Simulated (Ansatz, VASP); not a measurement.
## K: VASP beside Ansatz

File INCAR:

```
ALGO     = Fast           # electronic algorithm
EDIFF    = 1E-7           # SCF threshold, eV
EDIFFG   = -0.005         # ionic threshold
ENCUT    = 600            # plane-wave cutoff, eV
GGA      = PE             # functional
IBRION   = 2              # ionic algorithm
ISIF     = 3              # what is computed and relaxed
ISMEAR   = 0              # smearing method
IVDW     = 12             # dispersion correction
LASPH    = True           # aspherical terms in the spheres
LCHARG   = False          # write CHGCAR
LREAL    = False          # projectors in reciprocal space
LWAVE    = False          # write WAVECAR
NELM     = 100            # most SCF steps
NSW      = 70             # ionic steps
PREC     = Accurate       # precision mode
SIGMA    = 0.1            # smearing width, eV
```

The input KPOINTS:

```
k-points
0
Gamma
  10 10 10
```

File POSCAR:

```
K
1.0
    4.3104394900      0.0000000000      0.0000000000
    0.0000000000      4.3104394900      0.0000000000
    0.0000000000      0.0000000000      4.3104394900
K
1
Direct
    0.0000000000      0.0000000000      0.0000000000
```

Input for Ansatz:

```yaml
crystal:
  lattice:
    - [4.31043949, 0.0, 0.0]
    - [0.0, 4.31043949, 0.0]
    - [0.0, 0.0, 4.31043949]
  atoms:
    - { symbol: K, position: [0.0, 0.0, 0.0] }
basis:
  ecutwfc: 420
kpoints:
  mp_grid: { grid: [10, 10, 10] }
hamiltonian:
  xc: pbe
  dispersion: d3bj
scf:
  occupations: { method: gaussian, width: 0.1 }
output:
  forces: true
  stress: true
  eigenvalues: true
relax:
  adjacent_minimum: "off"
  f_tol: 0.005
  max_steps: 50
  cell: { stress_tol: 0.05 }
```

Alike in both runs: task relaxation of cell and atoms; functional PBE; dispersion D3(BJ); k mesh 10 × 10 × 10; occupations gaussian, width 0.1 eV; no spin polarisation.

|  | VASP | Ansatz |
| --- | --- | --- |
| version | VASP 6.6.1 | Ansatz 0.2.0 |
| potentials or method | VASP PAW PBE potentials, release 64 (K_sv), cutoff 600 eV | scalar-relativistic, plane waves, PAW |
| valence electrons in the cell | 9 | 9 |

|  | VASP | Ansatz | Ansatz less VASP |
| --- | --- | --- | --- |
| gap on the k mesh at the Fermi level, each at its own relaxed structure (eV) | none | none | - |
| relaxed volume (Å³/atom) | 72.81 | 72.97 | +0.167 |
| relaxed cell length with the largest relative difference (Å) | 4.176 | 4.179 | +0.0032 |

A gap of «none» marks a metal or a gap that the smearing closes.
